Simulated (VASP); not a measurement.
Set up this calculation in VASP 6.6.1, as the native input.

```
Task                   : single point
Functional             : r2SCAN
Potentials or basis    : VASP PAW PBE potentials, release 64 (Li_sv)
Cutoff                 : 520 eV
k mesh                 : 10 × 10 × 10
Occupations            : fermi-dirac, width 0.1 eV
Spin                   : no spin polarisation
Dipole correction      : no
Further INCAR settings : ALGO = Normal; EDIFF = 1e-06; NBANDS = 10
```

Crystal: Li.

```xyz
2
Lattice="0.0000 2.8451 2.8451 2.8451 0.0000 2.8451 2.8451 2.8451 0.0000" Properties=species:S:1:pos:R:3 pbc="T T T"
Li    0.7113    0.7113    0.7113
Li    4.9789    4.9789    4.9789
```

This cell differs from its parent crystal: volume scaled by 0.88.

These files were run (other wordings do the same):

POSCAR

```
Li
1.0
    0.0000000000      2.8450593536      2.8450593536
    2.8450593536      0.0000000000      2.8450593536
    2.8450593536      2.8450593536      0.0000000000
Li
2
Direct
    0.1250000000      0.1250000000      0.1250000000
    0.8750000000      0.8750000000      0.8750000000
```

INCAR.step1

```
PREC = Accurate
ENCUT = 520
ISMEAR = -1
SIGMA = 0.1
LREAL = False
LASPH = True
NELM = 60
NBANDS = 10
GGA = PE
ALGO = Normal
EDIFF = 1E-4
LWAVE = True
LCHARG = False
```

INCAR.step2

```
PREC = Accurate
ENCUT = 520
EDIFF = 1E-6
ISMEAR = -1
SIGMA = 0.1
LREAL = False
LASPH = True
NELM = 60
ALGO = Normal
ISIF = 2
LWAVE = False
LCHARG = False
METAGGA = R2SCAN
LMIXTAU = True
NBANDS = 10
ISTART = 1
```

KPOINTS

```
Automatic mesh
0
Gamma
  10 10 10
```

Potentials or basis: VASP PAW PBE potentials, release 64 (Li_sv).

Launch:

```bash
$ cat potpaw_PBE.64/Li_sv/POTCAR > POTCAR
$ cp INCAR.step1 INCAR
$ mpirun -np 1 vasp_std > vasp.out
$ cp INCAR.step2 INCAR
$ mpirun -np 1 vasp_std > vasp.out
```

Results of the run:

- Band gap on the k mesh: zero (band 3 reaches 1.06 eV, above the bottom of band 4 at 0.37 eV)

Wall time 100 s on 1 thread of Intel(R) Xeon(R) 6975P-C (Granite Rapids), on a shared host, peak memory 0.15 GiB.
